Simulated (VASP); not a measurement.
# Ta in VASP: a series of runs

Runs on Ta. Level: PBE. Tasks: single point.

Program: VASP 6.6.1. These are calculated values, not measurements. Logs are shortened: lines on timing, memory, paths and dates and some standing lists are left out, and cuts for length are marked.

## 1. The cell of the first run

The cell holds a slab with vacuum, 6 atoms: a = 2.875 Å, b = 2.875 Å, c = 20.535 Å, α = 90.00°, β = 90.00°, γ = 109.47°.

## 2. Single point, PBE

Input file INCAR:

```
SYSTEM = Ta
PREC = Accurate
ENCUT = 520
EDIFF = 1E-7
ISMEAR = -1
SIGMA = 0.1
LREAL = .FALSE.
LASPH = .TRUE.
NELM = 80
ALGO = Normal
ISIF = 2
LWAVE = .FALSE.
LCHARG = .FALSE.
LDIPOL = .TRUE.
IDIPOL = 3
DIPOL = 0.5 0.5 0.500
GGA = PE
NBANDS = 42
```

Input file KPOINTS:

```
Automatic mesh
0
G
  13 13 1
  0 0 0
```

Input file POSCAR:

```
Ta
1.0
    2.8752873616      0.0000000000      0.0000000000
   -0.9584291205      2.7108469216      0.0000000000
    0.0000000000      0.0000000000     20.5350000000
Ta
6
Direct
    0.2500000000      0.2500000000      0.2191382514
    0.7500000000      0.7500000000      0.3284733769
    0.2500000000      0.2500000000      0.4428949915
    0.7500000000      0.7500000000      0.5571050046
    0.2500000000      0.2500000000      0.6715266168
    0.7500000000      0.7500000000      0.7808617486
```

Potentials or basis: VASP PAW PBE potentials, release 64 (Ta_pv).

On the command line:

```sh
> cat potpaw_PBE.64/Ta_pv/POTCAR > POTCAR
> mpirun -np 1 vasp_std > vasp.out
```

OUTCAR:

```text
SYSTEM = Ta
   PREC = Accurate
   ENCUT = 520
   EDIFF = 1E-7
   ISMEAR = -1
   LREAL = .FALSE.
   LASPH = .TRUE.
   NELM = 80
   ISIF = 2
   GGA = PE

 ion  position               nearest neighbor table
   1  0.250  0.250  0.219-   2 2.79   2 2.79   2 3.25   2 3.25
   2  0.750  0.750  0.328-   1 2.79   1 2.79   3 2.88   3 2.88   1 3.25   1 3.25   3 3.32   3 3.32

   3  0.250  0.250  0.443-   4 2.87   4 2.87   2 2.88   2 2.88   4 3.32   4 3.32   2 3.32   2 3.32

   4  0.750  0.750  0.557-   3 2.87   3 2.87   5 2.88   5 2.88   3 3.32   3 3.32   5 3.32   5 3.32

   5  0.250  0.250  0.672-   6 2.79   6 2.79   4 2.88   4 2.88   6 3.25   6 3.25   4 3.32   4 3.32

   6  0.750  0.750  0.781-   5 2.79   5 2.79   5 3.25   5 3.25

  LATTYP: Found a base centered orthorhombic cell.
 ALAT       =     3.3200958644
 B/A-ratio  =     1.4142135624
 C/A-ratio  =     6.1850623713

  Lattice vectors:

 A1 = (   2.8752873616,   0.0000000000,   0.0000000000)
 A2 = (  -0.9584291205,   2.7108469216,   0.0000000000)
 A3 = (   0.0000000000,   0.0000000000,  20.5350000000)

Analysis of symmetry for initial positions (statically):
=====================================================================
 Subroutine PRICEL returns:
 Original cell was already a primitive cell.

 Routine SETGRP: Setting up the symmetry group for a
 base centered orthorhombic supercell.

 Subroutine GETGRP returns: Found  8 space group operations
 (whereof  4 operations were pure point group operations)
 out of a pool of  8 trial point group operations.

The static configuration has the point symmetry C_2h.
 The point group associated with its full space group is D_2h.

Analysis of symmetry for dynamics (positions and initial velocities):
=====================================================================
 Subroutine PRICEL returns:
 Original cell was already a primitive cell.

 Routine SETGRP: Setting up the symmetry group for a
 base centered orthorhombic supercell.

 Subroutine GETGRP returns: Found  8 space group operations
 (whereof  4 operations were pure point group operations)
 out of a pool of  8 trial point group operations.

The dynamic configuration has the point symmetry C_2h.
 The point group associated with its full space group is D_2h.

 Subroutine INISYM returns: Found  8 space group operations
 (whereof  4 operations are pure point group operations),
 and found     1 'primitive' translations

----------------------------------------------------------------------------------------

                                     Primitive cell

  volume of cell :     160.0593

[... 108 lines left out ...]
   NUPDOWN=      -1.0000    fix difference up-down
   EMIN   =  10.00;   EMAX   =-10.00  energy-range for DOS
   EFERMI =   0.00;   METHOD = LEGACY
   ISMEAR =    -1;   SIGMA  =   0.10  broadening in eV -4-tet -1-fermi 0-gaus
   EFERMI_NEDOS =   21; number of points for ismear=-14 and -15
   IALGO  =     38    algorithm
   IMIX   =      4    mixing-type and parameters
     AMIX     =   0.40;   BMIX     =  1.00
     AMIX_MAG =   1.60;   BMIX_MAG =  1.00
  volume/ion in A,a.u.               =      26.68       180.02
  Fermi-wavevector in a.u.,A,eV,Ry     =   1.218510  2.302650 20.201482  1.484767
  Thomas-Fermi vector in A             =   2.353794
   LORBIT       =      0    0 simple, 1 ext, 2 COOP (PROOUT), +10 PAW based schemes
   GGA     = PE    functional components
   LHFCALC =     F    Hartree Fock is set to
   AEXX    =    0.0000 exact exchange contribution
   IVDW    =     0    specifies the selected vdW correction
   LEPSILON=     F    determine dielectric tensor
   LRPA    =     F    only Hartree local field effects (RPA)
 non-spin polarized calculation
  energy-cutoff  :      520.00
  volume of cell :      160.06
 maximum number of plane-waves:      4349
 NGX is ok and might be reduce to    24
   NGX = 11   NGY = 11   NGZ = 77

 number of electron      65.9999995 magnetization

 dipolmoment           0.000000      0.000000      0.000002 electrons x Angstroem

 Free energy of the ion-electron system (eV)
  ---------------------------------------------------
  ext. energy  EPLUGINS =         0.00000000
  ---------------------------------------------------
  free energy    TOTEN  =       -68.71598203 eV

  energy without entropy =      -68.45130787  energy(sigma->0) =      -68.58364495

 E-fermi :   2.4034     XC(G=0):  -9.4684

 val. band max:        2.3990279832   @ k =  -0.1538   0.0769   0.0000
 cond. band min:       2.4037390756   @ k =   0.4615   0.2308   0.0000
 fundamental gap:      0.0047110923
 Fermi energy:         2.4034469370

 k-point     1 :       0.0000    0.0000    0.0000
  band No.  band energies     occupation
      1     -32.0010      2.00000
      2     -31.9741      2.00000
      3     -31.6550      2.00000
      4     -31.3386      2.00000
      5     -31.3187      2.00000
      6     -31.3178      2.00000
[... 1069 lines left out ...]
     41       6.0155      0.00000
     42       6.1186      0.00000

 [... further k-points ...]

------------------------ aborting loop because EDIFF is reached ----------------------------------------

 vacuum level on the upper side and lower side of the slab       (xc-potential included)        -1.182        -1.182

  FORCE on cell =-STRESS in cart. coord.  units (eV):
  Direction    XX          YY          ZZ          XY          YZ          ZX
  --------------------------------------------------------------------------------------
  -------------------------------------------------------------------------------------
  Total       -2.3601421     -2.2852887      0.0118345      0.1058586      0.0000000      0.0000000
  in kB      -23.6247800    -22.8755056      0.1184619      1.0596340      0.0000000      0.0000000
  external PRESSURE =     -15.4606079 kB  Pullay stress =       0.0000000 kB

 VOLUME and BASIS-vectors are now :
 -----------------------------------------------------------------------------
  energy-cutoff  :      520.00
  volume of cell :      160.06
      direct lattice vectors                 reciprocal lattice vectors
     2.875287362  0.000000000  0.000000000     0.347791325  0.122962802  0.000000000
    -0.958429120  2.710846922  0.000000000     0.000000000  0.368888406  0.000000000
     0.000000000  0.000000000 20.535000000     0.000000000  0.000000000  0.048697346

 POSITION                                       TOTAL-FORCE (eV/Angst)
 -----------------------------------------------------------------------------------
      0.47921      0.67771      4.50000         0.000000      0.000000     -0.003679
      1.43764      2.03314      6.74520        -0.000000     -0.000000     -0.002774
      0.47921      0.67771      9.09485        -0.000000     -0.000000      0.001594
      1.43764      2.03314     11.44015         0.000000      0.000000     -0.001594
      0.47921      0.67771     13.78980         0.000000      0.000000      0.002774
      1.43764      2.03314     16.03500        -0.000000      0.000000      0.003679
 -----------------------------------------------------------------------------------
    total drift:                                0.000000      0.000000      0.000219

  FREE ENERGIE OF THE ION-ELECTRON SYSTEM (eV)
  ---------------------------------------------------
  free  energy   TOTEN  =       -68.7159820254 eV

  energy  without entropy=      -68.4513078734  energy(sigma->0) =      -68.58364495

 vacuum level on the upper side and lower side of the slab         5.944         5.944
```

Wall time 14 min (1 thread of AMD EPYC 7R43 (Zen 3), shared host); peak memory 0.38 GiB.

Results:

- Free energy: -68.7160 eV
- Largest force: 0.004 eV/Å
- Band gap on the k mesh: zero (band 33 reaches 4.07 eV, above the bottom of band 34 at 1.94 eV)

Forces in eV/Å, atoms in the order of the input:
```
Ta   0.000  0.000 -0.004
Ta   0.000  0.000 -0.003
Ta   0.000  0.000  0.002
Ta   0.000  0.000 -0.002
Ta   0.000  0.000  0.003
Ta   0.000  0.000  0.004
```

Levels at points of the mesh, in eV from the Fermi level:
```
           k point  band 30  band 31  band 32  band 33  band 34  band 35  band 36  band 37
(0.00, 0.00, 0.00)    -0.33     0.21     0.23     0.35     0.59     0.65     0.81     0.93
```

Caveat: spin-orbit coupling is left out, which moves the levels of the heavy elements.

## 3. Single point, PBE

This run uses another cell than the first one, of 36.03 Å³/atom, 1.351 times its volume.

Input file INCAR:

```
SYSTEM = Ta
  PREC = Accurate
  ENCUT = 520
  EDIFF = 1E-6
  ISMEAR = -1
  SIGMA = 0.1
  LREAL = .False.
  LASPH = .True.
  NELM = 100
  ALGO = Normal
  ISIF = 2
  LWAVE = .False.
  LCHARG = .True.
  LDIPOL = .True.
  IDIPOL = 3
  DIPOL = 0.5 0.5 0.500
  GGA = PE
  LELF = .True.
  LVHAR = .True.
  LVACPOTAV = .True.
  NBANDS = 42
```

Input file KPOINTS:

```
Automatic mesh
0
Gamma
  13 13 1
  0 0 0
```

Input file POSCAR:

```
Ta
1.0
    2.8752873616      0.0000000000      0.0000000000
   -0.9584291205      2.7108469216      0.0000000000
    0.0000000000      0.0000000000     27.7383000000
Ta
6
Direct
    0.2500000000      0.2500000000      0.2884096808
    0.7500000000      0.7500000000      0.3730458085
    0.2500000000      0.2500000000      0.4576819362
    0.7500000000      0.7500000000      0.5423180638
    0.2500000000      0.2500000000      0.6269541915
    0.7500000000      0.7500000000      0.7115903192
```

Potentials or basis: VASP PAW PBE potentials, release 64 (Ta_pv).

On the command line:

```sh
> cat potpaw_PBE.64/Ta_pv/POTCAR > POTCAR
> mpirun -np 1 vasp_std > vasp.out
```

Wall time 21 min (1 thread of AMD EPYC 7R43 (Zen 3), shared host); peak memory 0.49 GiB.

The run converged. Its results:

```yaml
Free_energy: -68.6616 eV
Largest_force: 0.495 eV/Å
Band_gap_on_the_k_mesh: zero (band 33 reaches 2.17 eV, above the bottom of band 34 at 0.09 eV)
```

Forces on the atoms (eV/Å):
```
Ta   0.000  0.000  0.495
Ta   0.000  0.000 -0.429
Ta   0.000  0.000 -0.079
Ta   0.000  0.000  0.079
Ta   0.000  0.000  0.429
Ta   0.000  0.000 -0.495
```

Levels at points of the mesh, in eV from the Fermi level:
| k point | band 29 | band 30 | band 31 | band 32 | band 33 | band 34 | band 35 | band 36 | band 37 | band 38 |
| --- | --- | --- | --- | --- | --- | --- | --- | --- | --- | --- |
| (0.00, 0.00, 0.00) | -0.39 | -0.31 | 0.07 | 0.11 | 0.34 | 0.55 | 0.58 | 0.64 | 0.93 | 1.20 |

Caveat: spin-orbit coupling is left out, which moves the levels of the heavy elements.
